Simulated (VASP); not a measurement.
# InGa5P6 (P1) in VASP: relaxation of cell and atoms with PBE

Aim: the relaxation of cell and atoms of InGa5P6 with PBE.

Everything below comes from runs of VASP 6.6.1. Logs are shortened: lines on timing, memory, paths and dates and some standing lists are left out, and cuts for length are marked.

## (1) The cell of the first run

The typed cell holds 12 atoms: a = 3.909 Å, b = 4.037 Å, c = 16.938 Å, α = 90.41°, β = 90.48°, γ = 89.31°.

## (2) Relaxation of cell and atoms, PBE

Contents of INCAR:

```
SYSTEM = InGa5P6
ALGO = Normal
EDIFF = 1E-6
EDIFFG = -0.025
ENCUT = 600
GGA = PE
IBRION = 2
ISIF = 3
ISMEAR = 0
LASPH = .True.
LCHARG = .False.
LREAL = .False.
LWAVE = .False.
NELM = 80
NSW = 80
PREC = Accurate
SIGMA = 0.1
```

Contents of KPOINTS:

```
k-points
0
Gamma
  4 4 1
  0 0 0
```

Contents of POSCAR:

```
InGa5P6
1.0
    3.9089247470      0.0238487302     -0.0166274438
    0.0238487302      4.0366910017     -0.0141904498
   -0.0708742005     -0.0604865544     16.9378537118
In Ga P
1 5 6
Direct
    0.4914993552      0.4834701557      0.5035634260
    0.0172480847     -0.0021358365      0.6764311155
    0.0026421586     -0.0139193448      0.3242754489
    0.4989051268      0.5128236619      0.1604917485
   -0.0099449672     -0.0087710167      0.0004340276
    0.4885945157      0.4990619947      0.8331965136
    0.5077492076      0.0067878000      0.4004236836
    0.0111796407      0.5016511664      0.2458981187
    0.4896105204     -0.0087322250      0.0795969439
    0.0010441344      0.5049763914      0.9192910225
    0.5151661389      0.0187889411      0.7588568536
   -0.0136939157      0.5059983119      0.5975410975
```

Potentials or basis: VASP PAW PBE potentials, release 64 (In_d, Ga_d, P).

Launch:

```console
cat potpaw_PBE.64/In_d/POTCAR potpaw_PBE.64/Ga_d/POTCAR potpaw_PBE.64/P/POTCAR > POTCAR
mpirun -np 1 vasp_std > vasp.out
```

OUTCAR:

```text
SYSTEM = InGa5P6
   EDIFF = 1E-6
   EDIFFG = -0.025
   ENCUT = 600
   GGA = PE
   IBRION = 2
   ISIF = 3
   ISMEAR = 0
   LASPH = .True.
   LREAL = .False.
   NELM = 80
   NSW = 80
   PREC = Accurate

 ion  position               nearest neighbor table
   1  0.491  0.483  0.504-  12 2.50  12 2.55   7 2.59   7 2.75
   2  0.017  0.998  0.676-  11 2.39  12 2.39  11 2.42  12 2.46
   3  0.003  0.986  0.324-   7 2.33   7 2.35   8 2.36   8 2.48
   4  0.499  0.513  0.160-   9 2.38   8 2.40   8 2.46   9 2.50
   5  0.990  0.991  0.000-   9 2.36   9 2.38  10 2.39  10 2.50
   6  0.489  0.499  0.833-  11 2.31  10 2.41  11 2.46  10 2.47
   7  0.508  0.007  0.400-   3 2.33   3 2.35   1 2.59   1 2.75
   8  0.011  0.502  0.246-   3 2.36   4 2.40   4 2.46   3 2.48
   9  0.490  0.991  0.080-   5 2.36   4 2.38   5 2.38   4 2.50
  10  0.001  0.505  0.919-   5 2.39   6 2.41   6 2.47   5 2.50
  11  0.515  0.019  0.759-   6 2.31   2 2.39   2 2.42   6 2.46
  12  0.986  0.506  0.598-   2 2.39   2 2.46   1 2.50   1 2.55

  LATTYP: Found a triclinic cell.
 ALAT       =     3.9090328614
 B/A-ratio  =     1.4288451954
 C/A-ratio  =     4.3330692255
 COS(alpha) =     0.0007811975
 COS(beta)  =     0.0084595058
 COS(gamma) =     0.6911760869

  Lattice vectors:

 A1 = (   3.9089247470,   0.0238487302,  -0.0166274438)
 A2 = (   3.8850760168,  -4.0128422715,  -0.0024369940)
 A3 = (   0.0708742005,   0.0604865544, -16.9378537118)

Analysis of symmetry for initial positions (statically):
=====================================================================
 Subroutine PRICEL returns:
 Original cell was already a primitive cell.

 Routine SETGRP: Setting up the symmetry group for a
 triclinic supercell.

 Subroutine GETGRP returns: Found  1 space group operations
 (whereof  1 operations were pure point group operations)
 out of a pool of  2 trial point group operations.

The static configuration has the point symmetry C_1 .

Analysis of symmetry for dynamics (positions and initial velocities):
=====================================================================
 Subroutine PRICEL returns:
 Original cell was already a primitive cell.

 Routine SETGRP: Setting up the symmetry group for a
 triclinic supercell.

 Subroutine GETGRP returns: Found  1 space group operations
 (whereof  1 operations were pure point group operations)
 out of a pool of  2 trial point group operations.

The dynamic configuration has the point symmetry C_1 .

 Subroutine INISYM returns: Found  1 space group operations
 (whereof  1 operations are pure point group operations),
 and found     1 'primitive' translations

----------------------------------------------------------------------------------------

                                     Primitive cell

  volume of cell :     267.2468

  direct lattice vectors                    reciprocal lattice vectors
     3.908924747  0.023848730 -0.016627444     0.255838557 -0.001507747  0.001065138
     0.023848730  4.036691002 -0.014190450    -0.001507747  0.247739652  0.000878391
    -0.070874200 -0.060486554 16.937853712     0.000249887  0.000206075  0.059041139

  length of vectors
     3.909032861  4.036786392 16.938109993     0.255845217  0.247745797  0.059042027

  position of ions in fractional coordinates (direct lattice)
     0.491499355  0.483470156  0.503563426
     0.017248085  0.997864163  0.676431116
     0.002642159  0.986080655  0.324275449
     0.498905127  0.512823662  0.160491749
     0.990055033  0.991228983  0.000434028
     0.488594516  0.499061995  0.833196514
     0.507749208  0.006787800  0.400423684
     0.011179641  0.501651166  0.245898119
     0.489610520  0.991267775  0.079596944
     0.001044134  0.504976391  0.919291022
     0.515166139  0.018788941  0.758856854
     0.986306084  0.505998312  0.597541097

  ion indices of the primitive-cell ions
   primitive index   ion index
                 1           1
                 2           2
                 3           3
                 4           4
                 5           5
                 6           6
                 7           7
                 8           8
                 9           9
                10          10
                11          11
                12          12

----------------------------------------------------------------------------------------

 KPOINTS: k-points

Automatic generation of k-mesh.
 Grid dimensions read from file:
 generate k-points for:    4    4    1

 Generating k-lattice:

  Cartesian coordinates                     Fractional coordinates (reciprocal lattice)
     0.063959639 -0.000376937  0.000266285     0.250000000 -0.000000000  0.000000000
    -0.000376937  0.061934913  0.000219598    -0.000000000  0.250000000  0.000000000
     0.000249887  0.000206075  0.059041139     0.000000000  0.000000000  1.000000000

  Length of vectors
     0.063961304  0.061936449  0.059042027

  Shift w.r.t. Gamma in fractional coordinates (k-lattice)
     0.000000000  0.000000000  0.000000000

 Subroutine IBZKPT returns following result:
 ===========================================

 Found     10 irreducible k-points:

 Following reciprocal coordinates:
            Coordinates               Weight
  0.000000  0.000000  0.000000      1.000000
  0.250000 -0.000000  0.000000      2.000000
  0.500000 -0.000000  0.000000      1.000000
 -0.000000  0.250000  0.000000      2.000000
  0.250000  0.250000  0.000000      2.000000
  0.500000  0.250000  0.000000      2.000000
 -0.250000  0.250000 -0.000000      2.000000
 -0.000000  0.500000  0.000000      1.000000
  0.250000  0.500000  0.000000      2.000000
  0.500000  0.500000  0.000000      1.000000
   k-points           NKPTS =     10   k-points in BZ     NKDIM =     10   number of bands    NBANDS=     64
   number of dos      NEDOS =    301   number of ions     NIONS =     12
   total plane-waves  NPLWV = 143360
   dimension x,y,z NGX =    32 NGY =   32 NGZ =  140
   dimension x,y,z NGXF=    64 NGYF=   64 NGZF=  280
   ions per type =               1   5   6
   NGX,Y,Z   is equivalent  to a cutoff of  13.61, 13.18, 13.74 a.u.
   NGXF,Y,Z  is equivalent  to a cutoff of  27.22, 26.36, 27.48 a.u.
 SYSTEM =  InGa5P6
   PREC   = accura    normal or accurate (medium, high low for compatibility)
   ISTART =      0    job   : 0-new  1-cont  2-samecut
   ICHARG =      2    charge: 1-file 2-atom 10-const
   ISPIN  =      1    spin polarized calculation?
   LNONCOLLINEAR =      F non collinear calculations
   LSORBIT =      F    spin-orbit coupling
   LASPH  =      T    aspherical Exc in radial PAW
   ENCUT  =  600.0 eV  44.10 Ry    6.64 a.u.   7.81  8.06 33.83*2*pi/ulx,y,z
   NELM   =     80;   NELMIN=  2; NELMDL= -5     # of ELM steps
   EDIFF  = 0.1E-05   stopping-criterion for ELM
   LREAL  =      F    real-space projection
   EDIFFG = -.3E-01   stopping-criterion for IOM
   NSW    =     80    number of steps for IOM
   IBRION =      2    ionic relax: 0-MD 1-quasi-New 2-CG
   NFREE  =      1    steps in history (QN), initial steepest desc. (CG)
   ISIF   =      3    stress and relaxation
   ISYM   =      2    0-nonsym 1-usesym 2-fastsym
   POTIM  = 0.5000    time-step for ionic-motion
   TEBEG  =    0.0;   TEEND  =   0.0 temperature during run
   PSTRESS=    0.0 pullay stress
   NELECT =     108.0000    total number of electrons
   NUPDOWN=      -1.0000    fix difference up-down
   EMIN   =  10.00;   EMAX   =-10.00  energy-range for DOS
   EFERMI =   0.00;   METHOD = LEGACY
   ISMEAR =     0;   SIGMA  =   0.10  broadening in eV -4-tet -1-fermi 0-gaus
   EFERMI_NEDOS =   21; number of points for ismear=-14 and -15
   IALGO  =     38    algorithm
   IMIX   =      4    mixing-type and parameters
     AMIX     =   0.40;   BMIX     =  1.00
     AMIX_MAG =   1.60;   BMIX_MAG =  1.00
  volume/ion in A,a.u.               =      22.27       150.29
  Fermi-wavevector in a.u.,A,eV,Ry     =   1.210353  2.287235 19.931904  1.464954
  Thomas-Fermi vector in A             =   2.345902
   LORBIT       =      0    0 simple, 1 ext, 2 COOP (PROOUT), +10 PAW based schemes
   GGA     = PE    functional components
   LHFCALC =     F    Hartree Fock is set to
   AEXX    =    0.0000 exact exchange contribution
   IVDW    =     0    specifies the selected vdW correction
   LEPSILON=     F    determine dielectric tensor
   LRPA    =     F    only Hartree local field effects (RPA)
 conjugate gradient relaxation of ions
 non-spin polarized calculation
 Gauss-broadening in eV      SIGMA  =   0.10
  energy-cutoff  :      600.00
  volume of cell :      267.25
 maximum number of plane-waves:      8962
   NGX = 15   NGY = 17   NGZ = 67

--------------------------------------- Ionic step        1  -------------------------------------------

 number of electron     108.0000010 magnetization

 Free energy of the ion-electron system (eV)
  ---------------------------------------------------
  ext. energy  EPLUGINS =         0.00000000
  ---------------------------------------------------
  free energy    TOTEN  =       -53.21305752 eV

  energy without entropy =      -53.21305752  energy(sigma->0) =      -53.21305752

------------------------ aborting loop because EDIFF is reached ----------------------------------------

  FORCE on cell =-STRESS in cart. coord.  units (eV):
  Direction    XX          YY          ZZ          XY          YZ          ZX
  --------------------------------------------------------------------------------------
  -------------------------------------------------------------------------------------
  Total        1.7224662     -4.9968036     -3.3186450     -0.6878724      1.9330190      0.6174069
  in kB       10.3263982    -29.9564559    -19.8956874     -4.1238801     11.5886878      3.7014307
  external PRESSURE =     -13.1752484 kB  Pullay stress =       0.0000000 kB
[... 119 lines left out ...]
  FREE ENERGIE OF THE ION-ELECTRON SYSTEM (eV)
  ---------------------------------------------------
  free  energy   TOTEN  =       -53.5724915376 eV

  energy  without entropy=      -53.5724915376  energy(sigma->0) =      -53.57249154

[... ionic steps 4 to 15 ...]

--------------------------------------- Ionic step       16  -------------------------------------------

 number of electron     107.9999973 magnetization

------------------------ aborting loop because EDIFF is reached ----------------------------------------

  FORCE on cell =-STRESS in cart. coord.  units (eV):
  Direction    XX          YY          ZZ          XY          YZ          ZX
  --------------------------------------------------------------------------------------
  -------------------------------------------------------------------------------------
  Total       -0.0453144     -0.0547865     -0.0415428      0.0059441     -0.0349552      0.0074544
  in kB       -0.2780157     -0.3361291     -0.2548757      0.0364685     -0.2144589      0.0457346
  external PRESSURE =      -0.2896735 kB  Pullay stress =       0.0000000 kB
[... 77 lines left out ...]
  energy  without entropy=      -53.6237666514  energy(sigma->0) =      -53.62376665

--------------------------------------- Ionic step       18  -------------------------------------------

 number of electron     107.9999969 magnetization

 Free energy of the ion-electron system (eV)
  ---------------------------------------------------
  ext. energy  EPLUGINS =         0.00000000
  ---------------------------------------------------
  free energy    TOTEN  =       -53.62405136 eV

  energy without entropy =      -53.62405136  energy(sigma->0) =      -53.62405136

 E-fermi :   4.9716     XC(G=0):  -9.5783

 val. band max:        4.4747036727   @ k =   0.0000   0.0000   0.0000
 cond. band min:       5.7163950281   @ k =   0.0000   0.0000   0.0000
 fundamental gap:      1.2416913554
 Fermi energy:         4.9715676392

 k-point     1 :       0.0000    0.0000    0.0000
  band No.  band energies     occupation
      1     -10.1660      2.00000
      2     -10.1529      2.00000
      3     -10.1338      2.00000
      4     -10.0991      2.00000
      5     -10.0770      2.00000
      6     -10.0763      2.00000
[... 698 lines left out ...]
  FREE ENERGIE OF THE ION-ELECTRON SYSTEM (eV)
  ---------------------------------------------------
  free  energy   TOTEN  =       -53.6240513637 eV

  energy  without entropy=      -53.6240513637  energy(sigma->0) =      -53.62405136

 reached required accuracy - stopping structural energy minimisation
```

Wall time 62 min (1 thread of AMD EPYC 7R43 (Zen 3), shared host); peak memory 0.51 GiB.

What came out:

- Free energy: -53.6241 eV
- Relaxed volume: 21.76 Å³/atom
- Relaxed cell: a = 3.958 Å, b = 3.959 Å, c = 16.661 Å, α = 89.98°, β = 90.02°, γ = 89.99°
- Space group after relaxing (to 0.1 Å): P-4m2 (No. 115)
- Energy gained by relaxing: 34.2 meV/atom
- Ionic steps: 18
- Pressure after relaxing: 0.0 GPa
- Largest force after relaxing: 0.015 eV/Å
- Band gap on the k mesh: 1.24 eV

Forces on the atoms (eV/Å):
```
In   0.007  0.005 -0.001
Ga  -0.004 -0.002  0.012
Ga  -0.008  0.004 -0.005
Ga   0.000  0.013  0.005
Ga   0.006 -0.004 -0.001
Ga  -0.003  0.000 -0.005
P   -0.006  0.009 -0.002
P    0.004  0.004 -0.004
P    0.003 -0.008  0.005
P    0.004 -0.007 -0.013
P   -0.003 -0.007 -0.001
P   -0.001 -0.008  0.011
```

The path:
```csv
step,energy change (eV),largest force (eV/Å),pressure (GPa),volume (Å³)
1,0.0000,1.3473,-1.32,267.25
2,-0.3563,0.3705,0.23,260.15
3,-0.3594,0.4189,0.45,259.43
4,-0.3934,0.1844,-0.03,261.07
5,-0.3943,0.1466,-0.11,261.37
6,-0.4001,0.0885,0.01,260.97
7,-0.4012,0.1114,0.09,260.70
8,-0.4042,0.0753,-0.02,261.07
9,-0.4054,0.0800,-0.11,261.41
10,-0.4056,0.1004,-0.15,261.54
11,-0.4077,0.0845,-0.01,261.16
12,-0.4087,0.0721,0.08,260.82
13,-0.4084,0.0962,0.27,260.13
14,-0.4089,0.0695,0.12,260.57
15,-0.4105,0.0410,0.02,260.98
16,-0.4107,0.0470,-0.03,261.14
17,-0.4107,0.0484,-0.03,261.17
18,-0.4110,0.0149,0.02,261.06
```

Final structure:
```cif
data_structure
_symmetry_space_group_name_H-M 'P 1'
_symmetry_Int_Tables_number 1
_cell_length_a 3.9580
_cell_length_b 3.9588
_cell_length_c 16.6614
_cell_angle_alpha 89.978
_cell_angle_beta 90.015
_cell_angle_gamma 89.995
_cell_volume 261.06
loop_
_atom_site_label
_atom_site_type_symbol
_atom_site_fract_x
_atom_site_fract_y
_atom_site_fract_z
_atom_site_occupancy
In1 In 0.49947 0.49788 0.49993 1
Ga1 Ga 0.00068 0.00175 0.67548 1
Ga2 Ga 0.00142 0.99808 0.32441 1
Ga3 Ga 0.49959 0.49876 0.16214 1
Ga4 Ga 0.99885 0.00130 0.00007 1
Ga5 Ga 0.49983 0.50165 0.83793 1
P1 P 0.50133 0.99789 0.40463 1
P2 P 0.99983 0.49835 0.24323 1
P3 P 0.49906 0.99957 0.08106 1
P4 P 0.99963 0.50154 0.91909 1
P5 P 0.50055 0.00173 0.75679 1
P6 P 0.99975 0.50150 0.59523 1
```

Caveat: spin-orbit coupling is left out, which moves the levels of the heavy elements; an odd mesh through Γ misses points on the zone boundary, where band edges can lie.
